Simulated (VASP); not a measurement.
Write the native input for VASP 6.6.1 that does the following.

* Task: single point
* Functional: PBE
* Potentials or basis: VASP PAW PBE potentials, release 64 (Mg, O)
* Cutoff: 520 eV
* k mesh: 9 × 9 × 6
* Occupations: gaussian, width 0.05 eV
* Spin: no spin polarisation
* Dipole correction: no
* Further INCAR settings: ALGO = Normal; EDIFF = 1e-06; NBANDS = 16

The structure of MgO lies in POSCAR:

```
MgO
1.0
    3.3924438902      0.0000000000      0.0000000000
   -1.6962219451      2.9379425898      0.0000000000
    0.0000000000      0.0000000000      4.8912256008
Mg O
2 2
Direct
    0.3333333333      0.6666666667      0.0356068245
    0.6666666667      0.3333333333      0.5356068245
    0.3333333333      0.6666666667      0.3982811987
    0.6666666667      0.3333333333      0.8982811987
```

This cell differs from its parent crystal: c/a of the conventional cell at fixed volume 1.4418.

The input as run:

INCAR

```
SYSTEM = MgO
PREC = Accurate
ENCUT = 520
EDIFF = 1E-6
ISMEAR = 0
SIGMA = 0.05
LREAL = .FALSE.
LASPH = .TRUE.
NELM = 60
ALGO = Normal
ISIF = 2
LWAVE = .FALSE.
LCHARG = .FALSE.
GGA = PE
NBANDS = 16
```

KPOINTS

```
Automatic mesh
0
G
  9 9 6
  0 0 0
```

Potentials or basis: VASP PAW PBE potentials, release 64 (Mg, O).

Run with:

```bash
$ cat potpaw_PBE.64/Mg/POTCAR potpaw_PBE.64/O/POTCAR > POTCAR
$ mpirun -np 1 vasp_std > vasp.out
```

Results of the run:

| Property | Result |
| --- | --- |
| Pressure | 5.6 GPa |
| Largest force | 3.069 eV/Å |
| Band gap on the k mesh | 3.45 eV, direct |

Caveat: forces of over 1 eV/Å act on the atoms, so gaps and moduli don't describe the material at rest.

It took 67 s on 1 thread of AMD EPYC 7R13 (shared host), peak memory 0.16 GiB.
